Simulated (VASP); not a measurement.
# MoSe (F-43m) in VASP: notebook

The runs below take MoSe through single point, with PBE.

Everything below comes from runs of VASP 6.6.1. Logs are shortened: lines on timing, memory, paths and dates and some standing lists are left out, and cuts for length are marked.

## 1. The cell of the first run

The structure is cubic, space group F-43m (No. 216). Conventional cell: a = 5.681 Å, b = 5.681 Å, c = 5.681 Å, α = 90.00°, β = 90.00°, γ = 90.00°. Mo (site symmetry -43m) has 4 Se at 2.46 Å within 3.2 Å. Se (site symmetry -43m) has 4 Mo at 2.46 Å within 3.2 Å.

## 2. Single point, PBE

INCAR reads:

```
SYSTEM = MoSe
PREC = Accurate ; ENCUT = 520
EDIFF = 1E-7 ; ISMEAR = 0
SIGMA = 0.05 ; LREAL = .False.
LASPH = .True. ; NELM = 80
ALGO = Normal ; ISIF = 2
LWAVE = .False. ; LCHARG = .True.
GGA = PE ; LELF = .True.
LVHAR = .True. ; NBANDS = 17
```

KPOINTS reads:

```
Automatic mesh
0
Gamma
  10 10 10
  0 0 0
```

POSCAR reads:

```
MoSe
1.0
    0.0000000000      2.8405191460      2.8405191460
    2.8405191460      0.0000000000      2.8405191460
    2.8405191460      2.8405191460      0.0000000000
Mo Se
1 1
Direct
    0.0000000000      0.0000000000      0.0000000000
    0.2500000000      0.2500000000      0.2500000000
```

Potentials or basis: VASP PAW PBE potentials, release 64 (Mo_sv, Se).

Run with:

```
$ cat potpaw_PBE.64/Mo_sv/POTCAR potpaw_PBE.64/Se/POTCAR > POTCAR
$ mpirun -np 1 vasp_std > vasp.out
```

OUTCAR:

```text
SYSTEM = MoSe
   PREC = Accurate
   ENCUT = 520
   EDIFF = 1E-7
   ISMEAR = 0
   LREAL = .False.
   LASPH = .True.
   NELM = 80
   ISIF = 2
   GGA = PE

 ion  position               nearest neighbor table
   1  0.000  0.000  0.000-   2 2.46   2 2.46   2 2.46   2 2.46
   2  0.250  0.250  0.250-   1 2.46   1 2.46   1 2.46   1 2.46

  LATTYP: Found a face centered cubic cell.
 ALAT       =     5.6810382920

  Lattice vectors:

 A1 = (   0.0000000000,   2.8405191460,   2.8405191460)
 A2 = (   2.8405191460,   0.0000000000,   2.8405191460)
 A3 = (   2.8405191460,   2.8405191460,   0.0000000000)

Analysis of symmetry for initial positions (statically):
=====================================================================
 Subroutine PRICEL returns:
 Original cell was already a primitive cell.

 Routine SETGRP: Setting up the symmetry group for a
 face centered cubic supercell.

 Subroutine GETGRP returns: Found 24 space group operations
 (whereof 24 operations were pure point group operations)
 out of a pool of 48 trial point group operations.

The static configuration has the point symmetry T_d .

Analysis of symmetry for dynamics (positions and initial velocities):
=====================================================================
 Subroutine PRICEL returns:
 Original cell was already a primitive cell.

 Routine SETGRP: Setting up the symmetry group for a
 face centered cubic supercell.

 Subroutine GETGRP returns: Found 24 space group operations
 (whereof 24 operations were pure point group operations)
 out of a pool of 48 trial point group operations.

The dynamic configuration has the point symmetry T_d .

 Subroutine INISYM returns: Found 24 space group operations
 (whereof 24 operations are pure point group operations),
 and found     1 'primitive' translations

----------------------------------------------------------------------------------------

                                     Primitive cell

  volume of cell :      45.8377

  direct lattice vectors                    reciprocal lattice vectors
     0.000000000  2.840519146  2.840519146    -0.176024161  0.176024161  0.176024161
     2.840519146  0.000000000  2.840519146     0.176024161 -0.176024161  0.176024161
     2.840519146  2.840519146  0.000000000     0.176024161  0.176024161 -0.176024161

  length of vectors
     4.017100700  4.017100700  4.017100700     0.304882791  0.304882791  0.304882791

  position of ions in fractional coordinates (direct lattice)
     0.000000000  0.000000000  0.000000000
     0.250000000  0.250000000  0.250000000

  ion indices of the primitive-cell ions
   primitive index   ion index
                 1           1
                 2           2

----------------------------------------------------------------------------------------

 KPOINTS: Automatic mesh

Automatic generation of k-mesh.
 Grid dimensions read from file:
 generate k-points for:   10   10   10

 Generating k-lattice:

  Cartesian coordinates                     Fractional coordinates (reciprocal lattice)
    -0.017602416  0.017602416  0.017602416     0.100000000  0.000000000  0.000000000
     0.017602416 -0.017602416  0.017602416     0.000000000  0.100000000  0.000000000
     0.017602416  0.017602416 -0.017602416     0.000000000  0.000000000  0.100000000

  Length of vectors
     0.030488279  0.030488279  0.030488279

  Shift w.r.t. Gamma in fractional coordinates (k-lattice)
     0.000000000  0.000000000  0.000000000

 Subroutine IBZKPT returns following result:
 ===========================================

 Found     47 irreducible k-points:

 Following reciprocal coordinates:
            Coordinates               Weight
  0.000000  0.000000  0.000000      1.000000
  0.100000  0.000000  0.000000      8.000000
  0.200000  0.000000  0.000000      8.000000
  0.300000  0.000000  0.000000      8.000000
  0.400000  0.000000  0.000000      8.000000
  0.500000  0.000000  0.000000      4.000000
[... 16 lines left out ...]
  0.300000  0.300000  0.000000      6.000000
  0.400000  0.300000  0.000000     24.000000
 [... further k-points ...]
   k-points           NKPTS =     47   k-points in BZ     NKDIM =     47   number of bands    NBANDS=     17
   number of dos      NEDOS =    301   number of ions     NIONS =      2
   total plane-waves  NPLWV =  27000
   dimension x,y,z NGX =    30 NGY =   30 NGZ =   30
   dimension x,y,z NGXF=    60 NGYF=   60 NGZF=   60
   ions per type =               1   1
   NGX,Y,Z   is equivalent  to a cutoff of  12.42, 12.42, 12.42 a.u.
   NGXF,Y,Z  is equivalent  to a cutoff of  24.83, 24.83, 24.83 a.u.
 SYSTEM =  MoSe
   PREC   = accura    normal or accurate (medium, high low for compatibility)
   ISTART =      0    job   : 0-new  1-cont  2-samecut
   ICHARG =      2    charge: 1-file 2-atom 10-const
   ISPIN  =      1    spin polarized calculation?
   LNONCOLLINEAR =      F non collinear calculations
   LSORBIT =      F    spin-orbit coupling
   LASPH  =      T    aspherical Exc in radial PAW
   ENCUT  =  520.0 eV  38.22 Ry    6.18 a.u.   7.47  7.47  7.47*2*pi/ulx,y,z
   NELM   =     80;   NELMIN=  2; NELMDL= -5     # of ELM steps
   EDIFF  = 0.1E-06   stopping-criterion for ELM
   LREAL  =      F    real-space projection
   EDIFFG = 0.1E-05   stopping-criterion for IOM
   NSW    =      0    number of steps for IOM
   IBRION =     -1    ionic relax: 0-MD 1-quasi-New 2-CG
   NFREE  =      0    steps in history (QN), initial steepest desc. (CG)
   ISIF   =      2    stress and relaxation
   ISYM   =      2    0-nonsym 1-usesym 2-fastsym
   POTIM  = 0.5000    time-step for ionic-motion
   TEBEG  =    0.0;   TEEND  =   0.0 temperature during run
   PSTRESS=    0.0 pullay stress
   NELECT =      20.0000    total number of electrons
   NUPDOWN=      -1.0000    fix difference up-down
   EMIN   =  10.00;   EMAX   =-10.00  energy-range for DOS
   EFERMI =   0.00;   METHOD = LEGACY
   ISMEAR =     0;   SIGMA  =   0.05  broadening in eV -4-tet -1-fermi 0-gaus
   EFERMI_NEDOS =   21; number of points for ismear=-14 and -15
   IALGO  =     38    algorithm
   IMIX   =      4    mixing-type and parameters
     AMIX     =   0.40;   BMIX     =  1.00
     AMIX_MAG =   1.60;   BMIX_MAG =  1.00
  volume/ion in A,a.u.               =      22.92       154.66
  Fermi-wavevector in a.u.,A,eV,Ry     =   1.241682  2.346439 20.977117  1.541775
  Thomas-Fermi vector in A             =   2.376069
   LORBIT       =      0    0 simple, 1 ext, 2 COOP (PROOUT), +10 PAW based schemes
   GGA     = PE    functional components
   LHFCALC =     F    Hartree Fock is set to
   AEXX    =    0.0000 exact exchange contribution
   IVDW    =     0    specifies the selected vdW correction
   LEPSILON=     F    determine dielectric tensor
   LRPA    =     F    only Hartree local field effects (RPA)
 non-spin polarized calculation
 Gauss-broadening in eV      SIGMA  =   0.05
  energy-cutoff  :      520.00
  volume of cell :       45.84
 maximum number of plane-waves:      1258
 NGX is ok and might be reduce to    30
   NGX = 15   NGY = 15   NGZ = 15

 number of electron      19.9999999 magnetization

 Free energy of the ion-electron system (eV)
  ---------------------------------------------------
  ext. energy  EPLUGINS =         0.00000000
  ---------------------------------------------------
  free energy    TOTEN  =       -13.47158168 eV

  energy without entropy =      -13.46763488  energy(sigma->0) =      -13.46960828

 E-fermi :   6.1705     XC(G=0): -10.2338

 val. band max:        6.1642384218   @ k =   0.5000   0.0000   0.0000
 cond. band min:       6.1714493541   @ k =   0.5000   0.1000   0.0000
 fundamental gap:      0.0072109323
 Fermi energy:         6.1704935660

 k-point     1 :       0.0000    0.0000    0.0000
  band No.  band energies     occupation
      1     -54.5950      2.00000
      2     -28.7396      2.00000
      3     -28.7396      2.00000
      4     -28.7396      2.00000
      5      -8.4943      2.00000
      6       1.3668      2.00000
[... 9 lines left out ...]
     16      13.7746      0.00000
     17      13.7746      0.00000

 k-point     2 :       0.1000    0.0000    0.0000
  band No.  band energies     occupation
      1     -54.5947      2.00000
      2     -28.7450      2.00000
      3     -28.7404      2.00000
      4     -28.7404      2.00000
      5      -8.4365      2.00000
      6       1.2410      2.00000
[... 9 lines left out ...]
     16      13.8781      0.00000
     17      13.8781      0.00000

 k-point     3 :       0.2000    0.0000    0.0000
  band No.  band energies     occupation
      1     -54.5941      2.00000
      2     -28.7590      2.00000
      3     -28.7424      2.00000
      4     -28.7424      2.00000
      5      -8.2831      2.00000
      6       0.9824      2.00000
[... 9 lines left out ...]
     16      14.2040      0.00000
     17      14.2040      0.00000

 k-point     4 :       0.3000    0.0000    0.0000
  band No.  band energies     occupation
      1     -54.5932      2.00000
      2     -28.7762      2.00000
      3     -28.7449      2.00000
      4     -28.7449      2.00000
      5      -8.0896      2.00000
      6       0.7765      2.00000
[... 9 lines left out ...]
     16      14.6385      0.00000
     17      14.6385      0.00000
[... 343 lines left out ...]
      1     -54.5929      2.00000
      2     -28.7748      2.00000
      3     -28.7541      2.00000
      4     -28.7449      2.00000
      5      -8.0233      2.00000
      6       0.8344      2.00000
[... 9 lines left out ...]
     16      14.0199      0.00000
     17      14.7545      0.00000

 k-point    23 :       0.3000    0.3000    0.0000
  band No.  band energies     occupation
      1     -54.5926      2.00000
      2     -28.7770      2.00000
      3     -28.7523      2.00000
      4     -28.7523      2.00000
      5      -7.9549      2.00000
      6       0.4629      2.00000
[... 9 lines left out ...]
     16      15.7800      0.00000
     17      15.7818      0.00000

 k-point    24 :       0.4000    0.3000    0.0000
  band No.  band energies     occupation
      1     -54.5921      2.00000
      2     -28.7851      2.00000
      3     -28.7561      2.00000
      4     -28.7546      2.00000
      5      -7.8290      2.00000
      6       0.4169      2.00000
[... 9 lines left out ...]
     16      15.3036      0.00000
     17      16.1432      0.00000

 [... further k-points ...]
[... 5 lines left out ...]
  --------------------------------------------------------------------------------------
  -------------------------------------------------------------------------------------
  Total       -0.4731612     -0.4731612     -0.4731612     -0.0000000     -0.0000000     -0.0000000
  in kB      -16.5385164    -16.5385164    -16.5385164     -0.0000000     -0.0000000     -0.0000000
  external PRESSURE =     -16.5385164 kB  Pullay stress =       0.0000000 kB

 VOLUME and BASIS-vectors are now :
 -----------------------------------------------------------------------------
  energy-cutoff  :      520.00
  volume of cell :       45.84
      direct lattice vectors                 reciprocal lattice vectors
     0.000000000  2.840519146  2.840519146    -0.176024161  0.176024161  0.176024161
     2.840519146  0.000000000  2.840519146     0.176024161 -0.176024161  0.176024161
     2.840519146  2.840519146  0.000000000     0.176024161  0.176024161 -0.176024161

 POSITION                                       TOTAL-FORCE (eV/Angst)
 -----------------------------------------------------------------------------------
      0.00000      0.00000      0.00000         0.000000     -0.000000     -0.000000
      1.42026      1.42026      1.42026        -0.000000      0.000000      0.000000
 -----------------------------------------------------------------------------------
    total drift:                                0.000000      0.000000      0.000000

  FREE ENERGIE OF THE ION-ELECTRON SYSTEM (eV)
  ---------------------------------------------------
  free  energy   TOTEN  =       -13.4715816836 eV

  energy  without entropy=      -13.4676348826  energy(sigma->0) =      -13.46960828
```

It took 32 s on 1 thread of Intel Xeon Platinum 8259CL at 2.50GHz (Skylake/Cascade Lake), shared host; peak memory 0.19 GiB.

What came out:

- Free energy: -13.4716 eV
- Pressure: -1.7 GPa
- Band gap on the k mesh: zero (band 10 reaches 6.35 eV, above the bottom of band 11 at 6.11 eV)

## 3. Single point, PBE, collinear spin, ferromagnetic start (volume scaled by 0.945)

INCAR reads:

```
PREC = Accurate ; ENCUT = 520
EDIFF = 1E-6 ; ISMEAR = 0
SIGMA = 0.05 ; LREAL = False
LASPH = True ; NELM = 150
ALGO = Normal ; ISIF = 2
LWAVE = False ; LCHARG = True
ISPIN = 2 ; MAGMOM = 0.86 0
LORBIT = 11 ; LMAXMIX = 4
GGA = PE ; LELF = True
LVHAR = True ; NBANDS = 21
```

KPOINTS reads:

```
Automatic mesh
0
Gamma
  10 10 10
```

POSCAR reads:

```
MoSe
1.0
    0.0000000000      2.7874579446      2.7874579446
    2.7874579446      0.0000000000      2.7874579446
    2.7874579446      2.7874579446      0.0000000000
Mo Se
1 1
Direct
    0.0000000000      0.0000000000      0.0000000000
    0.2500000000      0.2500000000      0.2500000000
```

Potentials or basis: VASP PAW PBE potentials, release 64 (Mo_sv, Se).

Run with:

```
$ cat potpaw_PBE.64/Mo_sv/POTCAR potpaw_PBE.64/Se/POTCAR > POTCAR
$ mpirun -np 1 vasp_std > vasp.out
```

Wall time 91 s (1 thread of Intel Xeon Platinum 8259CL at 2.50GHz (Skylake/Cascade Lake), shared host); peak memory 0.23 GiB.

It converged, with:

* Free energy: -13.4447 eV
* Pressure: 5.8 GPa
* Net moment: 0.75 μB per cell
* Site moments: Mo +0.68; Se -0.01 μB
* Valence electrons inside the program's atomic spheres: Mo 12.54; Se 4.02

Levels at points of the mesh, in eV from the Fermi level:
Spin up:
| k point | band 7 | band 8 | band 9 | band 10 | band 11 | band 12 | band 13 | band 14 |
| --- | --- | --- | --- | --- | --- | --- | --- | --- |
| (0.00, 0.00, 0.00) | -5.10 | -5.10 | -0.89 | -0.89 | 1.36 | 4.43 | 4.43 | 4.43 |
| (0.50, 0.00, 0.00) | -4.71 | -4.71 | -0.51 | -0.51 | -0.16 | 2.31 | 2.31 | 3.90 |
| (0.50, 0.50, 0.00) | -3.90 | -3.90 | -1.66 | -0.11 | -0.08 | 0.64 | 0.64 | 6.20 |
Spin down:
```
           k point  band 7  band 8  band 9  band 10  band 11  band 12  band 13  band 14
(0.00, 0.00, 0.00)   -4.96   -4.96   -0.24    -0.24     1.47     4.60     4.60     4.60
(0.50, 0.00, 0.00)   -4.55   -4.55    0.10     0.10     0.14     2.52     2.52     4.05
(0.50, 0.50, 0.00)   -3.81   -3.81   -1.46     0.42     0.64     0.93     0.93     6.40
```

## 4. Single point, PBE, collinear spin, ferromagnetic start (volume scaled by 0.960)

INCAR reads:

```
ALGO = Normal
EDIFF = 1E-6
ENCUT = 520
GGA = PE
ISIF = 2
ISMEAR = 0
ISPIN = 2
LASPH = T
LCHARG = F
LMAXMIX = 4
LORBIT = 11
LREAL = F
LWAVE = F
MAGMOM = 0.88 0
NBANDS = 21
NELM = 150
PREC = Accurate
SIGMA = 0.05
```

KPOINTS reads:

```
k-points
0
Gamma
  10 10 10
```

POSCAR reads:

```
MoSe
1.0
    0.0000000000      2.8021290461      2.8021290461
    2.8021290461      0.0000000000      2.8021290461
    2.8021290461      2.8021290461      0.0000000000
Mo Se
1 1
Direct
    0.0000000000      0.0000000000      0.0000000000
    0.2500000000      0.2500000000      0.2500000000
```

Run with:

```
$ cat potpaw_PBE.64/Mo_sv/POTCAR potpaw_PBE.64/Se/POTCAR > POTCAR
$ mpirun -np 1 vasp_std > vasp.out
```

Wall time 5.5 min (1 thread of Intel Xeon Platinum 8259CL at 2.50GHz (Skylake/Cascade Lake), shared host); peak memory 0.24 GiB.

Results (log left out):

```yaml
Free_energy: -13.4684 eV
Pressure: 4.7 GPa
Net_moment: 1.13 μB per cell
Site_moments: Mo +1.00; Se -0.01 μB
Valence_electrons_inside_the_program's_atomic_spheres: Mo 12.50; Se 4.01
```

Levels at points of the mesh, in eV from the Fermi level:
Spin up:
```
           k point  band 8  band 9  band 10  band 11  band 12  band 13
(0.00, 0.00, 0.00)   -5.11   -1.05    -1.05     1.25     4.26     4.26
(0.50, 0.00, 0.00)   -4.73   -0.68    -0.68    -0.28     2.17     2.17
(0.50, 0.50, 0.00)   -3.93   -1.72    -0.28    -0.28     0.51     0.51
```
Spin down:
```tsv
k point	band 6	band 7	band 8	band 9	band 10	band 11	band 12	band 13
(0.00, 0.00, 0.00)	-4.89	-4.89	-4.89	-0.10	-0.10	1.45	4.54	4.54
(0.50, 0.00, 0.00)	-5.59	-4.48	-4.48	0.18	0.22	0.22	2.51	2.51
(0.50, 0.50, 0.00)	-6.04	-3.79	-3.79	-1.38	0.50	0.78	0.96	0.96
```

## 5. Single point, PBE, collinear spin, ferromagnetic start (volume scaled by 0.980)

INCAR reads:

```
ALGO     = Normal         # electronic algorithm
EDIFF    = 1E-7           # SCF threshold, eV
ENCUT    = 520            # plane-wave cutoff, eV
GGA      = PE             # functional
ISIF     = 2              # what is computed and relaxed
ISMEAR   = 0              # smearing method
ISPIN    = 2              # spin polarisation
LASPH    = T              # aspherical terms in the spheres
LCHARG   = F              # write CHGCAR
LMAXMIX  = 4              # l up to which the mixer works
LORBIT   = 11             # projections on sites
LREAL    = F              # projectors in reciprocal space
LWAVE    = F              # write WAVECAR
MAGMOM   = 0.91 0         # initial moments
NBANDS   = 21             # bands
NELM     = 150            # most SCF steps
PREC     = Accurate       # precision mode
SIGMA    = 0.05           # smearing width, eV
```

KPOINTS is that of step 4.

POSCAR reads:

```
MoSe
1.0
    0.0000000000      2.8214546847      2.8214546847
    2.8214546847      0.0000000000      2.8214546847
    2.8214546847      2.8214546847      0.0000000000
Mo Se
1 1
Direct
    0.0000000000      0.0000000000      0.0000000000
    0.2500000000      0.2500000000      0.2500000000
```

Run with:

```
$ cat potpaw_PBE.64/Mo_sv/POTCAR potpaw_PBE.64/Se/POTCAR > POTCAR
$ mpirun -np 1 vasp_std > vasp.out
```

Wall time 91 s (1 thread of Intel Xeon Platinum 8259CL at 2.50GHz (Skylake/Cascade Lake), shared host); peak memory 0.23 GiB.

Results (log left out):

* Free energy: -13.4881 eV
* Pressure: 2.2 GPa
* Net moment: 1.15 μB per cell
* Site moments: Mo +1.02; Se -0.01 μB
* Valence electrons inside the program's atomic spheres: Mo 12.46; Se 3.99

Levels at points of the mesh, in eV from the Fermi level:
Spin up:
| k point | band 7 | band 8 | band 9 | band 10 | band 11 | band 12 | band 13 | band 14 |
| --- | --- | --- | --- | --- | --- | --- | --- | --- |
| (0.00, 0.00, 0.00) | -5.04 | -5.04 | -1.06 | -1.06 | 1.18 | 4.12 | 4.12 | 4.12 |
| (0.50, 0.00, 0.00) | -4.67 | -4.67 | -0.69 | -0.69 | -0.31 | 2.09 | 2.09 | 3.72 |
| (0.50, 0.50, 0.00) | -3.91 | -3.91 | -1.68 | -0.32 | -0.32 | 0.48 | 0.48 | 5.81 |
Spin down:
```
           k point  band 7  band 8  band 9  band 10  band 11  band 12
(0.00, 0.00, 0.00)   -4.83   -4.83   -0.08    -0.08     1.38     4.41
(0.50, 0.00, 0.00)   -4.43   -4.43    0.16     0.22     0.22     2.44
(0.50, 0.50, 0.00)   -3.77   -3.77   -1.33     0.48     0.76     0.93
```

## 6. The runs side by side

| spin | cell | gap on the mesh (eV) | pressure (GPa) | moment (μB) |
| --- | --- | --- | --- | --- |
| off | a = 4.017 Å, angles 60.0°, 2 atoms | none | -1.7 | - |
| collinear, ferromagnetic start | a = 3.942 Å, angles 60.0°, 2 atoms | none | 5.8 | 0.75 |
| collinear, ferromagnetic start | a = 3.963 Å, angles 60.0°, 2 atoms | none | 4.7 | 1.13 |
| collinear, ferromagnetic start | a = 3.990 Å, angles 60.0°, 2 atoms | none | 2.2 | 1.15 |

Alike in all rows: task single point; level PBE; potentials or basis VASP PAW PBE potentials, release 64 (Mo_sv, Se); k mesh 10 × 10 × 10; cutoff (eV) 520; smearing gaussian 0.05 eV.

Absolute energies hang on the potentials; compare differences alone.
